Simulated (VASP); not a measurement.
# LiC18 in VASP: a series of runs

The runs below take LiC18 through single point, with LDA.

All numbers are computed with VASP 6.6.1; they aren't measurements. Logs are shortened: lines on timing, memory, paths and dates and some standing lists are left out, and cuts for length are marked.

## (1) The cell of the first run

The cell holds a slab with vacuum, 19 atoms: a = 7.398 Å, b = 7.398 Å, c = 12.000 Å, α = 90.00°, β = 90.00°, γ = 120.00°.

## (2) Single point, LDA, collinear spin, zero start

File INCAR:

```
  PREC = Accurate
  ENCUT = 520
  EDIFF = 1E-6
  ISMEAR = -1
  SIGMA = 0.05
  LREAL = Auto
  LASPH = T
  NELM = 150
  ALGO = Normal
  ISIF = 2
  LWAVE = F
  LCHARG = T
  ISPIN = 2
  MAGMOM = 0 0 0 0 0 0 0 0 0 0 0 0 0 0 0 0 0 0 0
  LORBIT = 11
  LELF = T
  LVHAR = T
  NBANDS = 56
```

File KPOINTS:

```
regular mesh
0
Gamma
  2 2 1
```

File POSCAR:

```
LiC18
1.0
    7.3980000000      0.0000000000      0.0000000000
   -3.6990000000      6.4068560000      0.0000000000
    0.0000000000      0.0000000000     12.0000000000
C Li
18 1
Direct
    0.0067315313      0.0082992344      0.0853243333
    0.2289029955      0.1195948528      0.0851242500
    0.0064232770      0.3410693170      0.0865420000
    0.2292410932      0.4524702912      0.0846970833
    0.0065553191      0.6751617330      0.0846902500
    0.2295918668      0.7873581051      0.0793425833
    0.3407719399      0.0095855128      0.0829762500
    0.5626961539      0.1197134757      0.0844695000
    0.3404936502      0.3413944375      0.0856447500
    0.5623788838      0.4526496303      0.0853197500
    0.3414389343      0.6755077686      0.0793150833
    0.5636676748      0.7866908512      0.0829800833
    0.6737932601      0.0086143656      0.0844766667
    0.8955920309      0.1190691659      0.0861281667
    0.6731499828      0.3415105631      0.0861216667
    0.8951500649      0.4523423033      0.0865345000
    0.6736767317      0.6748171022      0.0851220833
    0.8954783044      0.7864094339      0.0856387500
    0.2128085469      0.6589428575      0.2320515833
```

Potentials or basis: VASP PAW LDA potentials, release 64 (C, Li_sv).

Launch:

```console
$ cat potpaw_LDA.64/C/POTCAR potpaw_LDA.64/Li_sv/POTCAR > POTCAR
$ mpirun -np 1 vasp_std > vasp.out
```

OUTCAR:

```text
PREC = Accurate
   ENCUT = 520
   EDIFF = 1E-6
   ISMEAR = -1
   LREAL = Auto
   LASPH = T
   NELM = 150
   ISIF = 2
   ISPIN = 2
   LORBIT = 11

 ion  position               nearest neighbor table
   1  0.007  0.008  0.085-  18 1.42  14 1.42   2 1.42
   2  0.229  0.120  0.085-   9 1.42   7 1.42   1 1.42
   3  0.006  0.341  0.087-  14 1.42  16 1.43   4 1.43
   4  0.229  0.452  0.085-   9 1.42   3 1.43  11 1.43
   5  0.007  0.675  0.085-  18 1.42  16 1.43   6 1.43
   6  0.230  0.787  0.079-   7 1.42   5 1.43  11 1.43  19 2.04
   7  0.341  0.010  0.083-   2 1.42   8 1.42   6 1.42
   8  0.563  0.120  0.084-  15 1.42   7 1.42  13 1.42
   9  0.340  0.341  0.086-   2 1.42  10 1.42   4 1.42
  10  0.562  0.453  0.085-   9 1.42  15 1.42  17 1.42
  11  0.341  0.676  0.079-  12 1.42   4 1.43   6 1.43  19 2.04
  12  0.564  0.787  0.083-  17 1.42  13 1.42  11 1.42
  13  0.674  0.009  0.084-  14 1.42  12 1.42   8 1.42
  14  0.896  0.119  0.086-  13 1.42   1 1.42   3 1.42
  15  0.673  0.342  0.086-   8 1.42  10 1.42  16 1.42
  16  0.895  0.452  0.087-  15 1.42   3 1.43   5 1.43
  17  0.674  0.675  0.085-  18 1.42  12 1.42  10 1.42
  18  0.895  0.786  0.086-  17 1.42   1 1.42   5 1.42
  19  0.213  0.659  0.232-   6 2.04  11 2.04

  LATTYP: Found a hexagonal cell.
 ALAT       =     7.3980000000
 C/A-ratio  =     1.6220600162

  Lattice vectors:

 A1 = (   7.3980000000,   0.0000000000,   0.0000000000)
 A2 = (  -3.6990000000,   6.4068560000,   0.0000000000)
 A3 = (   0.0000000000,   0.0000000000,  12.0000000000)

Analysis of symmetry for initial positions (statically):
=====================================================================
 Subroutine PRICEL returns:
 Original cell was already a primitive cell.

 Routine SETGRP: Setting up the symmetry group for a
 hexagonal supercell.

 Subroutine GETGRP returns: Found  1 space group operations
 (whereof  1 operations were pure point group operations)
 out of a pool of 24 trial point group operations.

The static configuration has the point symmetry C_1 .

Analysis of symmetry for dynamics (positions and initial velocities):
=====================================================================
 Subroutine PRICEL returns:
 Original cell was already a primitive cell.

 Routine SETGRP: Setting up the symmetry group for a
 hexagonal supercell.

 Subroutine GETGRP returns: Found  1 space group operations
 (whereof  1 operations were pure point group operations)
 out of a pool of 24 trial point group operations.
[... 171 lines left out ...]
  ---------------------------------------------------
  ext. energy  EPLUGINS =         0.00000000
  ---------------------------------------------------
  free energy    TOTEN  =      -183.40426513 eV

  energy without entropy =     -183.40426418  energy(sigma->0) =     -183.40426465

 E-fermi :  -0.3002     XC(G=0):  -3.8090

 val. band max:       -1.0138995714   @ k =   0.0000   0.0000   0.0000
 cond. band min:       0.4279523099   @ k =   0.0000   0.5000   0.0000
 fundamental gap:      1.4418518813
 Fermi energy:        -0.3002008820

 spin component 1

 k-point     1 :       0.0000    0.0000    0.0000
  band No.  band energies     occupation
      1     -48.6445      1.00000
      2     -20.2753      1.00000
      3     -17.8682      1.00000
      4     -17.7385      1.00000
      5     -17.7296      1.00000
      6     -17.6097      1.00000
[... 197 lines left out ...]
     48       3.8885      0.00000
     49       3.9803      0.00000
 Fermi energy:        -0.3002008820

 spin component 2

 k-point     1 :       0.0000    0.0000    0.0000
  band No.  band energies     occupation
      1     -48.6445      1.00000
      2     -20.2753      1.00000
      3     -17.8682      1.00000
      4     -17.7385      1.00000
      5     -17.7296      1.00000
      6     -17.6097      1.00000
[... 197 lines left out ...]
     48       3.8886      0.00000
     49       3.9803      0.00000
 [bands above 49 left out]

------------------------ aborting loop because EDIFF is reached ----------------------------------------

  FORCE on cell =-STRESS in cart. coord.  units (eV):
  Direction    XX          YY          ZZ          XY          YZ          ZX
  --------------------------------------------------------------------------------------
  -------------------------------------------------------------------------------------
  Total       -5.1397128     -5.1275017     -0.3192699     -0.0044445     -0.6798846     -0.3929238
  in kB      -14.4780108    -14.4436135     -0.8993487     -0.0125198     -1.9151608     -1.1068237
  external PRESSURE =      -9.9403243 kB  Pullay stress =       0.0000000 kB

 VOLUME and BASIS-vectors are now :
 -----------------------------------------------------------------------------
  energy-cutoff  :      520.00
  volume of cell :      568.78
      direct lattice vectors                 reciprocal lattice vectors
     7.398000000  0.000000000  0.000000000     0.135171668  0.078041398  0.000000000
    -3.699000000  6.406856000  0.000000000     0.000000000  0.156082796  0.000000000
     0.000000000  0.000000000 12.000000000     0.000000000  0.000000000  0.083333333

 POSITION                                       TOTAL-FORCE (eV/Angst)
 -----------------------------------------------------------------------------------
      0.01910      0.05317      1.02389         0.015919      0.022629     -0.002273
      1.25104      0.76623      1.02149         0.010321      0.022421      0.002311
     -1.21410      2.18518      1.03850         0.013256      0.014893      0.013523
      0.02224      2.89891      1.01636         0.016510      0.024004      0.012414
     -2.44893      4.32566      1.01628         0.008248      0.030573      0.012672
     -1.21392      5.04449      0.95211         0.009969      0.032198     -0.006821
[... 11 lines left out ...]
      3.71582      5.03841      1.02767         0.013758      0.017787     -0.003163
     -0.86307      4.22175      2.78462        -0.216498     -0.381004     -0.022664
 -----------------------------------------------------------------------------------
    total drift:                               -0.021890      0.004882     -0.036899

  FREE ENERGIE OF THE ION-ELECTRON SYSTEM (eV)
  ---------------------------------------------------
  free  energy   TOTEN  =      -183.4042651253 eV

  energy  without entropy=     -183.4042641827  energy(sigma->0) =     -183.40426465

 total charge

# of ion       s       p       d       tot
------------------------------------------
    1        0.852   1.798   0.000   2.650
    2        0.851   1.802   0.000   2.653
    3        0.850   1.797   0.000   2.647
    4        0.849   1.799   0.000   2.648
    5        0.849   1.799   0.000   2.648
    6        0.849   1.813   0.000   2.661
[... 11 lines left out ...]
   18        0.851   1.802   0.000   2.653
   19        2.007   0.065   0.000   2.072
--------------------------------------------------
tot         17.316  32.494   0.000  49.810

 magnetization (x)

# of ion       s       p       d       tot
------------------------------------------
    1        0.000   0.000   0.000   0.000
    2        0.000  -0.000   0.000   0.000
    3        0.000  -0.000   0.000  -0.000
    4        0.000   0.000   0.000   0.000
    5        0.000   0.000   0.000   0.000
    6       -0.000   0.000   0.000   0.000
[... 11 lines left out ...]
   18       -0.000  -0.000   0.000  -0.000
   19       -0.000  -0.000   0.000  -0.000
--------------------------------------------------
tot         -0.000   0.000   0.000  -0.000
```

OSZICAR:

```text
N       E                     dE             d eps       ncg     rms          rms(c)
DAV:   1     0.600041618112E+03    0.60004E+03   -0.29650E+04   896   0.107E+03
[... 17 lines left out ...]
DAV:  19    -0.183404175895E+03   -0.13651E-03   -0.24230E-05   960   0.882E-03    0.409E-03
DAV:  20    -0.183404224106E+03   -0.48211E-04   -0.70557E-06   944   0.446E-03    0.243E-03
DAV:  21    -0.183404250851E+03   -0.26745E-04   -0.17783E-06   952   0.379E-03    0.114E-03
DAV:  22    -0.183404260683E+03   -0.98322E-05   -0.55251E-07   672   0.189E-03    0.861E-04
DAV:  23    -0.183404263623E+03   -0.29403E-05   -0.21476E-07   784   0.117E-03    0.398E-04
DAV:  24    -0.183404264757E+03   -0.11338E-05   -0.71801E-08   688   0.713E-04    0.160E-04
DAV:  25    -0.183404265125E+03   -0.36818E-06   -0.18998E-08   848   0.384E-04
   1 F= -.18340427E+03 E0= -.18340426E+03  d E =-.942643E-06  mag=    -0.0000
```

stdout:

```text
POSCAR found type information on POSCAR C Li
 POSCAR found :  2 types and      19 ions
 scaLAPACK will be used
 LDA part: xc-table for (Slater(with rela. corr.)+CA(PZ))
 , standard interpolation
 POSCAR, INCAR and KPOINTS ok, starting setup
 FFT: planning ... GRIDC
 FFT: planning ... GRID_SOFT
 FFT: planning ... GRID
 WAVECAR not read
 entering main loop
```

Wall time 5.8 min (1 thread of Intel Xeon 6975P-C (Granite Rapids), shared host); peak memory 0.56 GiB.

What came out:

| Item | Value |
| --- | --- |
| Free energy | -183.4043 eV |
| Largest force | 0.439 eV/Å |
| Net moment | 0.00 μB per cell |
| Valence electrons inside the program's atomic spheres | C 2.65, 2.66 (each value once); Li 2.07 |

Forces on the atoms (eV/Å):
```
C    0.016  0.023 -0.002
C    0.010  0.022  0.002
C    0.013  0.015  0.014
C    0.017  0.024  0.012
C    0.008  0.031  0.013
C    0.010  0.032 -0.007
C    0.007  0.021 -0.008
C    0.014  0.017 -0.005
C    0.012  0.020 -0.002
C    0.009  0.021 -0.002
C    0.023  0.027  0.001
C    0.012  0.019 -0.010
C    0.013  0.021 -0.004
C    0.007  0.016  0.005
C    0.011  0.012  0.006
C    0.011  0.018  0.013
C    0.009  0.024  0.002
C    0.014  0.018 -0.003
Li  -0.216 -0.381 -0.023
```

Caveat: the k points lie up to 0.49 Å⁻¹ apart; the cutoff is under 1.25 times the usual one of these potentials, so pressure, stress and relaxed cells hold a basis-set (Pulay) error.

## (3) Single point, LDA, collinear spin, zero start

File INCAR:

```
SYSTEM = LiC18
PREC = Accurate
ENCUT = 520
EDIFF = 1E-6
ISMEAR = -1
SIGMA = 0.05
LREAL = Auto
LASPH = .True.
NELM = 150
ALGO = Normal
ISIF = 2
LWAVE = .False.
LCHARG = .False.
ISPIN = 2
MAGMOM = 0 0 0 0 0 0 0 0 0 0 0 0 0 0 0 0 0 0 0
LORBIT = 11
NBANDS = 56
```

File KPOINTS:

```
Automatic mesh
0
Gamma
  2 2 1
  0 0 0
```

File POSCAR:

```
LiC18
1.0
    7.3980000000      0.0000000000      0.0000000000
   -3.6990000000      6.4068560000      0.0000000000
    0.0000000000      0.0000000000     12.0000000000
C Li
18 1
Direct
    0.0083549457      0.0099226516      0.0853242500
    0.2302446288      0.1211756593      0.0856388333
    0.0080396935      0.3428606792      0.0844766667
    0.2299632204      0.4529864570      0.0829800000
    0.0070687076      0.6758822112      0.0829760833
    0.2292963138      0.7870624843      0.0793420833
    0.3414925273      0.0100988691      0.0846901667
    0.5643117746      0.1215040575      0.0865341667
    0.3418368388      0.3429772731      0.0851222500
    0.5640043942      0.4542750766      0.0853197500
    0.3411465641      0.6752152694      0.0793146667
    0.5641838923      0.7874132024      0.0846970000
    0.6755846956      0.0102307590      0.0865417500
    0.8975848138      0.1210620310      0.0861279167
    0.6751434834      0.3435040525      0.0861215000
    0.8969405694      0.4539579163      0.0844694167
    0.6752596262      0.6761605068      0.0856445833
    0.8970591239      0.7877511216      0.0851242500
    0.3576933598      0.8038276496      0.2320538333
```

Potentials or basis: VASP PAW LDA potentials, release 64 (C, Li_sv).

Launch:

```console
$ cat potpaw_LDA.64/C/POTCAR potpaw_LDA.64/Li_sv/POTCAR > POTCAR
$ mpirun -np 1 vasp_std > vasp.out
```

Run time: 5.7 min. Hardware: 1 thread of Intel Xeon 6975P-C (Granite Rapids), shared host; peak memory 0.56 GiB.

It converged, with:

```yaml
Free_energy: -183.4042 eV
Largest_force: 0.440 eV/Å
Net_moment: 0.00 μB per cell
Valence_electrons_inside_the_program's_atomic_spheres: C 2.65, 2.66 (each value once); Li 2.07
```

Forces on the atoms (eV/Å):
```
C   -0.008 -0.024 -0.005
C   -0.012 -0.017 -0.001
C   -0.012 -0.022 -0.006
C   -0.008 -0.023 -0.007
C   -0.016 -0.015 -0.005
C   -0.024 -0.025 -0.008
C   -0.022 -0.023  0.015
C   -0.006 -0.016  0.016
C   -0.011 -0.025 -0.001
C   -0.016 -0.019 -0.004
C   -0.011 -0.028  0.000
C   -0.012 -0.026  0.012
C   -0.012 -0.017  0.014
C   -0.014 -0.019  0.008
C   -0.008 -0.021  0.005
C   -0.010 -0.020 -0.004
C   -0.009 -0.020 -0.005
C   -0.012 -0.020 -0.001
Li   0.222  0.380 -0.022
```

Levels at points of the mesh, in eV from the Fermi level:
Spin up:
```
           k point  band 35  band 36  band 37  band 38  band 39  band 40
(0.00, 0.00, 0.00)    -3.63    -0.87    -0.85    -0.72    -0.71     0.87
(0.50, 0.00, 0.00)    -3.37    -3.36    -3.05     0.73     1.20     1.53
(0.00, 0.50, 0.00)    -3.37    -3.36    -3.05     0.73     1.20     1.53
(0.50, 0.50, 0.00)    -3.40    -3.34    -3.05     0.76     1.25     1.53
```
Spin down:
```csv
k point,band 33,band 34,band 35,band 36,band 37,band 38,band 39,band 40,band 41,band 42
"(0.00, 0.00, 0.00)",-5.24,-3.64,-3.63,-0.87,-0.85,-0.72,-0.71,0.87,2.91,3.34
"(0.50, 0.00, 0.00)",-3.64,-3.54,-3.37,-3.36,-3.05,0.73,1.20,1.53,1.72,1.77
"(0.00, 0.50, 0.00)",-3.64,-3.54,-3.37,-3.36,-3.05,0.73,1.20,1.53,1.72,1.77
"(0.50, 0.50, 0.00)",-3.65,-3.53,-3.40,-3.34,-3.05,0.76,1.25,1.53,1.59,1.81
```

Caveat: the k points lie up to 0.49 Å⁻¹ apart; the cutoff is under 1.25 times the usual one of these potentials, so pressure, stress and relaxed cells hold a basis-set (Pulay) error.
